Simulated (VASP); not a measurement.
# SnO (Pmn2_1) in VASP: a series of runs

Runs on SnO. Level: PBEsol. Tasks: relaxation of shape and atoms at fixed volume, single point.

Everything below comes from runs of VASP 6.6.1. Logs are shortened: lines on timing, memory, paths and dates and some standing lists are left out, and cuts for length are marked.

## 1. The cell of the first run

It takes space group Pmn2_1 (No. 31, orthorhombic). Conventional cell: a = 3.282 Å, b = 5.647 Å, c = 3.855 Å, α = 90.00°, β = 90.00°, γ = 90.00°. Within 2.8 Å of Sn (site symmetry m) lie 3 O at 2.11 to 2.12 Å. O (site symmetry m) has 3 Sn at 2.11 to 2.12 Å within 2.8 Å.

## 2. Relaxation of shape and atoms at fixed volume, PBEsol (volume scaled by 0.97)

The input, INCAR:

```
SYSTEM = SnO
ALGO     = Normal         ! electronic algorithm
EDIFF    = 1E-6           ! SCF threshold, eV
EDIFFG   = -0.01          ! ionic threshold
ENCUT    = 600            ! plane-wave cutoff, eV
GGA      = PS             ! functional
IBRION   = 2              ! ionic algorithm
ISIF     = 4              ! what is computed and relaxed
ISMEAR   = 0              ! smearing method
LASPH    = .True.         ! aspherical terms in the spheres
LCHARG   = .False.        ! write CHGCAR
LREAL    = .False.        ! projectors in reciprocal space
LWAVE    = .False.        ! write WAVECAR
NELM     = 100            ! most SCF steps
NSW      = 50             ! ionic steps
PREC     = Accurate       ! precision mode
SIGMA    = 0.02           ! smearing width, eV
```

The input, KPOINTS:

```
k-points
0
Gamma
  8 6 8
  0 0 0
```

The input, POSCAR:

```
SnO
1.0
    3.2821153331      0.0000000000      0.0000000000
    0.0000000000      5.6473700072      0.0000000000
    0.0000000000      0.0000000000      3.8548270246
Sn O
2 2
Direct
    0.0000000000      0.2337881461      0.5261742566
    0.5000000000      0.7662118539      0.0261742566
    0.0000000000      0.8853566278      0.7238267434
    0.5000000000      0.1146433722      0.2238267434
```

Potentials or basis: VASP PAW PBE potentials, release 64 (Sn_d, O).

Started as:

```sh
$ cat potpaw_PBE.64/Sn_d/POTCAR potpaw_PBE.64/O/POTCAR > POTCAR
$ mpirun -np 1 vasp_std > vasp.out
```

OUTCAR:

```text
SYSTEM = SnO
   EDIFF = 1E-6
   EDIFFG = -0.01
   ENCUT = 600
   GGA = PS
   IBRION = 2
   ISIF = 4
   ISMEAR = 0
   LASPH = .True.
   LREAL = .False.
   NELM = 100
   NSW = 50
   PREC = Accurate

 ion  position               nearest neighbor table
   1  0.000  0.234  0.526-   3 2.11   4 2.12   4 2.12   2 3.66   2 3.66   2 3.66   2 3.66
   2  0.500  0.766  0.026-   4 2.11   3 2.12   3 2.12   1 3.66   1 3.66   1 3.66   1 3.66
   3  0.000  0.885  0.724-   1 2.11   2 2.12   2 2.12
   4  0.500  0.115  0.224-   2 2.11   1 2.12   1 2.12

  LATTYP: Found a simple orthorhombic cell.
 ALAT       =     3.2821153331
 B/A-ratio  =     1.1744946881
 C/A-ratio  =     1.7206494696

  Lattice vectors:

 A1 = (  -3.2821153331,   0.0000000000,   0.0000000000)
 A2 = (   0.0000000000,   0.0000000000,   3.8548270246)
 A3 = (   0.0000000000,   5.6473700072,   0.0000000000)

Analysis of symmetry for initial positions (statically):
=====================================================================
 Subroutine PRICEL returns:
 Original cell was already a primitive cell.

 Routine SETGRP: Setting up the symmetry group for a
 simple orthorhombic supercell.

 Subroutine GETGRP returns: Found  4 space group operations
 (whereof  2 operations were pure point group operations)
 out of a pool of  8 trial point group operations.

The static configuration has the point symmetry C_1h.
 The point group associated with its full space group is C_2v.

Analysis of symmetry for dynamics (positions and initial velocities):
=====================================================================
 Subroutine PRICEL returns:
 Original cell was already a primitive cell.

 Routine SETGRP: Setting up the symmetry group for a
 simple orthorhombic supercell.

 Subroutine GETGRP returns: Found  4 space group operations
 (whereof  2 operations were pure point group operations)
 out of a pool of  8 trial point group operations.

The dynamic configuration has the point symmetry C_1h.
 The point group associated with its full space group is C_2v.

 Subroutine INISYM returns: Found  4 space group operations
 (whereof  2 operations are pure point group operations),
 and found     1 'primitive' translations

----------------------------------------------------------------------------------------

                                     Primitive cell

  volume of cell :      71.4505

  direct lattice vectors                    reciprocal lattice vectors
     3.282115333  0.000000000  0.000000000     0.304681554  0.000000000  0.000000000
     0.000000000  5.647370007  0.000000000     0.000000000  0.177073576  0.000000000
     0.000000000  0.000000000  3.854827025     0.000000000  0.000000000  0.259415012

  length of vectors
     3.282115333  5.647370007  3.854827025     0.304681554  0.177073576  0.259415012

  position of ions in fractional coordinates (direct lattice)
     0.000000000  0.233788146  0.526174257
     0.500000000  0.766211854  0.026174257
     0.000000000  0.885356628  0.723826743
     0.500000000  0.114643372  0.223826743

  ion indices of the primitive-cell ions
   primitive index   ion index
                 1           1
                 2           2
                 3           3
                 4           4

----------------------------------------------------------------------------------------

 KPOINTS: k-points

Automatic generation of k-mesh.
 Grid dimensions read from file:
 generate k-points for:    8    6    8

 Generating k-lattice:

  Cartesian coordinates                     Fractional coordinates (reciprocal lattice)
     0.038085194  0.000000000  0.000000000     0.125000000  0.000000000  0.000000000
     0.000000000  0.029512263  0.000000000     0.000000000  0.166666667  0.000000000
     0.000000000  0.000000000  0.032426877     0.000000000  0.000000000  0.125000000

  Length of vectors
     0.038085194  0.029512263  0.032426877

  Shift w.r.t. Gamma in fractional coordinates (k-lattice)
     0.000000000  0.000000000  0.000000000

 Subroutine IBZKPT returns following result:
 ===========================================

 Found    100 irreducible k-points:

 Following reciprocal coordinates:
            Coordinates               Weight
  0.000000  0.000000  0.000000      1.000000
  0.125000  0.000000  0.000000      2.000000
  0.250000  0.000000  0.000000      2.000000
  0.375000  0.000000  0.000000      2.000000
  0.500000  0.000000  0.000000      1.000000
  0.000000  0.166667  0.000000      2.000000
[... 16 lines left out ...]
  0.250000  0.000000  0.125000      4.000000
  0.375000  0.000000  0.125000      4.000000
 [... further k-points ...]
   k-points           NKPTS =    100   k-points in BZ     NKDIM =    100   number of bands    NBANDS=     24
   number of dos      NEDOS =    301   number of ions     NIONS =      4
   total plane-waves  NPLWV =  43008
   dimension x,y,z NGX =    28 NGY =   48 NGZ =   32
   dimension x,y,z NGXF=    56 NGYF=   96 NGZF=   64
   ions per type =               2   2
   NGX,Y,Z   is equivalent  to a cutoff of  14.18, 14.13, 13.80 a.u.
   NGXF,Y,Z  is equivalent  to a cutoff of  28.37, 28.26, 27.60 a.u.
 SYSTEM =  SnO
   PREC   = accura    normal or accurate (medium, high low for compatibility)
   ISTART =      0    job   : 0-new  1-cont  2-samecut
   ICHARG =      2    charge: 1-file 2-atom 10-const
   ISPIN  =      1    spin polarized calculation?
   LNONCOLLINEAR =      F non collinear calculations
   LSORBIT =      F    spin-orbit coupling
   LASPH  =      T    aspherical Exc in radial PAW
   ENCUT  =  600.0 eV  44.10 Ry    6.64 a.u.   6.56 11.28  7.70*2*pi/ulx,y,z
   NELM   =    100;   NELMIN=  2; NELMDL= -5     # of ELM steps
   EDIFF  = 0.1E-05   stopping-criterion for ELM
   LREAL  =      F    real-space projection
   EDIFFG = -.1E-01   stopping-criterion for IOM
   NSW    =     50    number of steps for IOM
   IBRION =      2    ionic relax: 0-MD 1-quasi-New 2-CG
   NFREE  =      1    steps in history (QN), initial steepest desc. (CG)
   ISIF   =      4    stress and relaxation
   ISYM   =      2    0-nonsym 1-usesym 2-fastsym
   POTIM  = 0.5000    time-step for ionic-motion
   TEBEG  =    0.0;   TEEND  =   0.0 temperature during run
   PSTRESS=    0.0 pullay stress
   NELECT =      40.0000    total number of electrons
   NUPDOWN=      -1.0000    fix difference up-down
   EMIN   =  10.00;   EMAX   =-10.00  energy-range for DOS
   EFERMI =   0.00;   METHOD = LEGACY
   ISMEAR =     0;   SIGMA  =   0.02  broadening in eV -4-tet -1-fermi 0-gaus
   EFERMI_NEDOS =   21; number of points for ismear=-14 and -15
   IALGO  =     38    algorithm
   IMIX   =      4    mixing-type and parameters
     AMIX     =   0.40;   BMIX     =  1.00
     AMIX_MAG =   1.60;   BMIX_MAG =  1.00
  volume/ion in A,a.u.               =      17.86       120.54
  Fermi-wavevector in a.u.,A,eV,Ry     =   1.349252  2.549717 24.769158  1.820482
  Thomas-Fermi vector in A             =   2.476854
   LORBIT       =      0    0 simple, 1 ext, 2 COOP (PROOUT), +10 PAW based schemes
   GGA     = PS    functional components
   LHFCALC =     F    Hartree Fock is set to
   AEXX    =    0.0000 exact exchange contribution
   IVDW    =     0    specifies the selected vdW correction
   LEPSILON=     F    determine dielectric tensor
   LRPA    =     F    only Hartree local field effects (RPA)
 conjugate gradient relaxation of ions
 non-spin polarized calculation
 Gauss-broadening in eV      SIGMA  =   0.02
  energy-cutoff  :      600.00
  volume of cell :       71.45
 maximum number of plane-waves:      2404
 NGX is ok and might be reduce to    28

--------------------------------------- Ionic step        1  -------------------------------------------

 number of electron      40.0000001 magnetization

 Free energy of the ion-electron system (eV)
  ---------------------------------------------------
  ext. energy  EPLUGINS =         0.00000000
  ---------------------------------------------------
  free energy    TOTEN  =       -23.81214965 eV

  energy without entropy =      -23.81214965  energy(sigma->0) =      -23.81214965

------------------------ aborting loop because EDIFF is reached ----------------------------------------

  FORCE on cell =-STRESS in cart. coord.  units (eV):
  Direction    XX          YY          ZZ          XY          YZ          ZX
  --------------------------------------------------------------------------------------
  -------------------------------------------------------------------------------------
  Total        1.5621204      1.4987914      1.0755656      0.0000000      0.0000000      0.0000000
  in kB       35.0283850     33.6083197     24.1180668      0.0000000      0.0000000      0.0000000
  external PRESSURE =      30.9182572 kB  Pullay stress =       0.0000000 kB
[... 95 lines left out ...]
  FREE ENERGIE OF THE ION-ELECTRON SYSTEM (eV)
  ---------------------------------------------------
  free  energy   TOTEN  =       -23.8312322328 eV

  energy  without entropy=      -23.8312322328  energy(sigma->0) =      -23.83123223

[... ionic steps 4 to 12 ...]

--------------------------------------- Ionic step       13  -------------------------------------------

 number of electron      40.0000007 magnetization

------------------------ aborting loop because EDIFF is reached ----------------------------------------

  FORCE on cell =-STRESS in cart. coord.  units (eV):
  Direction    XX          YY          ZZ          XY          YZ          ZX
  --------------------------------------------------------------------------------------
  -------------------------------------------------------------------------------------
  Total        0.0980027      0.2506827      0.0921055      0.0000000      0.0000000      0.0000000
  in kB        2.1975746      5.6212114      2.0653390      0.0000000      0.0000000      0.0000000
  external PRESSURE =       3.2947083 kB  Pullay stress =       0.0000000 kB
[... 61 lines left out ...]
  energy  without entropy=      -23.8350773564  energy(sigma->0) =      -23.83507736

--------------------------------------- Ionic step       15  -------------------------------------------

 number of electron      40.0000008 magnetization

 Free energy of the ion-electron system (eV)
  ---------------------------------------------------
  ext. energy  EPLUGINS =         0.00000000
  ---------------------------------------------------
  free energy    TOTEN  =       -23.83517023 eV

  energy without entropy =      -23.83517023  energy(sigma->0) =      -23.83517023

 E-fermi :   6.1177     XC(G=0): -10.4224

 val. band max:        5.9899402142   @ k =   0.0000   0.0000   0.0000
 cond. band min:       7.1411595254   @ k =   0.3750   0.5000   0.0000
 fundamental gap:      1.1512193112
 Fermi energy:         6.1176570202

 k-point     1 :       0.0000    0.0000    0.0000
  band No.  band energies     occupation
      1     -15.2274      2.00000
      2     -14.8829      2.00000
      3     -14.8153      2.00000
      4     -14.7509      2.00000
      5     -14.7230      2.00000
      6     -14.7175      2.00000
[... 637 lines left out ...]
     23      10.9052      0.00000
     24      11.1529      0.00000

 [... further k-points ...]
[... 5 lines left out ...]
  --------------------------------------------------------------------------------------
  -------------------------------------------------------------------------------------
  Total        0.1206629      0.1314117      0.1086399      0.0000000      0.0000000      0.0000000
  in kB        2.7056975      2.9467243      2.4360985      0.0000000      0.0000000      0.0000000
  external PRESSURE =       2.6961735 kB  Pullay stress =       0.0000000 kB
[... 19 lines left out ...]
  FREE ENERGIE OF THE ION-ELECTRON SYSTEM (eV)
  ---------------------------------------------------
  free  energy   TOTEN  =       -23.8351702337 eV

  energy  without entropy=      -23.8351702337  energy(sigma->0) =      -23.83517023

 reached required accuracy - stopping structural energy minimisation
```

Run time: 11 min. Hardware: 1 thread of Intel Xeon 6975P-C (Granite Rapids), shared host; peak memory 0.31 GiB.

Results:

| Property | Result |
| --- | --- |
| Free energy | -23.8352 eV |
| Energy gained by relaxing | 5.8 meV/atom |
| Ionic steps | 15 |
| Pressure after relaxing | 0.3 GPa |
| Largest force after relaxing | 0.005 eV/Å |
| Band gap on the k mesh | 1.15 eV, indirect (least direct gap 1.76 eV) |

Forces on the atoms (eV/Å):
```
Sn   0.000 -0.004 -0.002
Sn   0.000  0.004 -0.002
O    0.000  0.001  0.002
O    0.000 -0.001  0.002
```

The path:
| step | energy change (eV) | largest force (eV/Å) | pressure (GPa) | volume (Å³) |
| --- | --- | --- | --- | --- |
| 1 | 0.0000 | 0.5608 | 3.09 | 71.45 |
| 2 | -0.0189 | 0.0747 | 0.95 | 71.45 |
| 3 | -0.0191 | 0.0727 | 0.76 | 71.45 |
| 4 | -0.0205 | 0.0663 | 0.63 | 71.45 |
| 5 | -0.0209 | 0.0575 | 0.36 | 71.45 |
| 6 | -0.0213 | 0.0593 | 0.48 | 71.45 |
| 7 | -0.0218 | 0.0302 | 0.37 | 71.45 |
| 8 | -0.0218 | 0.0312 | 0.37 | 71.45 |
| 9 | -0.0221 | 0.0282 | 0.36 | 71.45 |
| 10 | -0.0226 | 0.0183 | 0.33 | 71.45 |
| 11 | -0.0227 | 0.0209 | 0.28 | 71.45 |
| 12 | -0.0228 | 0.0180 | 0.30 | 71.45 |
| 13 | -0.0228 | 0.0350 | 0.33 | 71.45 |
| 14 | -0.0229 | 0.0112 | 0.32 | 71.45 |
| 15 | -0.0230 | 0.0048 | 0.27 | 71.45 |

Final structure:
```
Sn O
1.0
     3.31996    0.00000    0.00000
     0.00000    5.69507    0.00000
     0.00000    0.00000    3.77896
Sn O
2 2
Direct
  0.00000 0.23661 0.53329
  0.50000 0.76339 0.03329
  0.00000 0.88159 0.71672
  0.50000 0.11841 0.21672
```

Caveat: the cell differs from its parent crystal (volume scaled by 0.97); the PAW data sets were made with another functional, which shifts forces and pressure a little; spin-orbit coupling is left out, which moves the levels of the heavy elements.

## 3. Single point, PBEsol

This run uses another cell than the first one: it holds 12 atoms, not 4.

The input, INCAR:

```
  PREC = Accurate
  ENCUT = 520
  EDIFF = 1E-6
  ISMEAR = 0
  SIGMA = 0.05
  LREAL = F
  LASPH = T
  NELM = 60
  ALGO = Normal
  ISIF = 2
  LWAVE = F
  LCHARG = F
  GGA = PS
  NBANDS = 72
```

The input, KPOINTS:

```
regular mesh
0
Gamma
  8 5 3
```

The input, POSCAR:

```
SnO
1.0
   -3.3156086772      0.0000000000      0.0000000000
    0.0000000000     -5.7050005398      0.0000000000
    0.0000000000      0.0000000000     11.6824937061
Sn O
6 6
Direct
    0.0000000000      0.7662118784      0.1753914207
    0.0000000000      0.7662118784      0.5087247540
    0.0000000000      0.7662118784      0.8420580874
    0.5000000000      0.2337881216      0.0087247540
    0.5000000000      0.2337881216      0.3420580874
    0.5000000000      0.2337881216      0.6753914207
    0.0000000000      0.1146433702      0.2412755793
    0.0000000000      0.1146433702      0.5746089126
    0.0000000000      0.1146433702      0.9079422460
    0.5000000000      0.8853566298      0.0746089126
    0.5000000000      0.8853566298      0.4079422460
    0.5000000000      0.8853566298      0.7412755793
```

Potentials or basis: VASP PAW PBE potentials, release 64 (Sn_d, O).

Started as:

```sh
$ cat potpaw_PBE.64/Sn_d/POTCAR potpaw_PBE.64/O/POTCAR > POTCAR
$ mpirun -np 1 vasp_std > vasp.out
```

Wall time 13 min (1 thread of AMD EPYC 7R13, shared host); peak memory 0.49 GiB.

It converged, with:

```yaml
Free_energy: -71.4983 eV
Pressure: 0.2 GPa
Largest_force: 0.085 eV/Å
Band_gap_on_the_k_mesh: 1.33 eV
```

Forces in eV/Å, atoms in the order of the input:
```
Sn   0.000  0.080  0.030
Sn   0.000  0.080  0.030
Sn   0.000  0.080  0.030
Sn   0.000 -0.080  0.030
Sn   0.000 -0.080  0.030
Sn   0.000 -0.080  0.030
O    0.000  0.003 -0.030
O    0.000  0.003 -0.030
O    0.000  0.003 -0.030
O    0.000 -0.003 -0.030
O    0.000 -0.003 -0.030
O    0.000 -0.003 -0.030
```

Stress tensor (GPa, compression positive):
```
0.29 0.00 0.00
0.00 0.32 0.00
0.00 0.00 0.12
```

Levels at points of the mesh, in eV from the valence-band top:
```csv
k point,band 57,band 58,band 59,band 60,band 61,band 62,band 63,band 64
"(0.00, 0.00, 0.00)",-1.56,-1.24,-1.24,0.00,2.49,2.49,3.09,3.09
"(0.50, 0.00, 0.00)",-1.28,-1.28,-1.28,-1.28,2.47,2.47,2.48,2.48
```

Caveat: the PAW data sets were made with another functional, which shifts forces and pressure a little; spin-orbit coupling is left out, which moves the levels of the heavy elements. A k mesh can miss the band edges.
